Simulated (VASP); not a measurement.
# Nb5O: single point with PBE

Nb5O:

```xyz
6
Lattice="4.6938 0.0000 0.0000 -2.3469 4.0650 0.0000 0.0000 0.0000 5.3210" Properties=species:S:1:pos:R:3 pbc="T T T"
Nb    0.0000    2.7100    1.2907
Nb    2.3469    1.3550    1.2907
Nb    2.3469    1.3550    4.0303
Nb    0.0000    2.7100    4.0303
Nb    0.0000    0.0000    0.0000
O     0.0000    0.0000    2.6605
```

The cell was generated, and may not be a known phase.

* Program: VASP 6.6.1
* Task: single point
* Functional: PBE
* Potentials or basis: VASP PAW PBE potentials, release 64 (Nb_sv, O)
* Cutoff: 520 eV
* k mesh: 6 × 6 × 4
* Occupations: gaussian, width 0.1 eV
* Spin: no spin polarisation
* Dipole correction: no
* Further INCAR settings: ALGO = Normal; EDIFF = 1e-06; NBANDS = 44

- Pressure: -0.4 GPa
- Largest force: 0.005 eV/Å
- Band gap on the k mesh: zero (an odd number of electrons rules out a gap without spin polarisation)

Forces in eV/Å, atoms in the order of the input:
```
Nb   0.000  0.000 -0.005
Nb   0.000  0.000 -0.005
Nb   0.000  0.000  0.005
Nb   0.000  0.000  0.005
Nb   0.000  0.000  0.000
O    0.000  0.000  0.000
```

Stress tensor (GPa, compression positive):
```
-0.41  0.00  0.00
 0.00 -0.41  0.00
 0.00  0.00 -0.28
```

Levels at points of the mesh, in eV from the Fermi level:
| k point | band 32 | band 33 | band 34 | band 35 | band 36 | band 37 | band 38 | band 39 | band 40 | band 41 |
| --- | --- | --- | --- | --- | --- | --- | --- | --- | --- | --- |
| (0.00, 0.00, 0.00) | -0.63 | -0.63 | -0.51 | -0.51 | -0.38 | 0.20 | 1.02 | 1.02 | 1.45 | 1.45 |
| (0.50, 0.00, 0.00) | -1.64 | -1.39 | -1.29 | -0.91 | -0.68 | -0.07 | 1.08 | 1.45 | 1.57 | 2.13 |
| (0.00, 0.00, 0.50) | -0.81 | -0.80 | -0.80 | -0.59 | -0.49 | 0.55 | 0.55 | 1.03 | 1.03 | 1.49 |
| (0.50, 0.00, 0.50) | -1.28 | -1.16 | -0.99 | -0.37 | 0.46 | 0.50 | 0.60 | 1.09 | 1.24 | 1.73 |

It took 110 s on 1 thread of AMD EPYC 7R43 64-Core Processor (Zen 3), on a shared host, peak memory 0.21 GiB.

Caveat: an odd number of electrons without spin polarisation forces a metal; a magnetic or distorted state may lie lower.
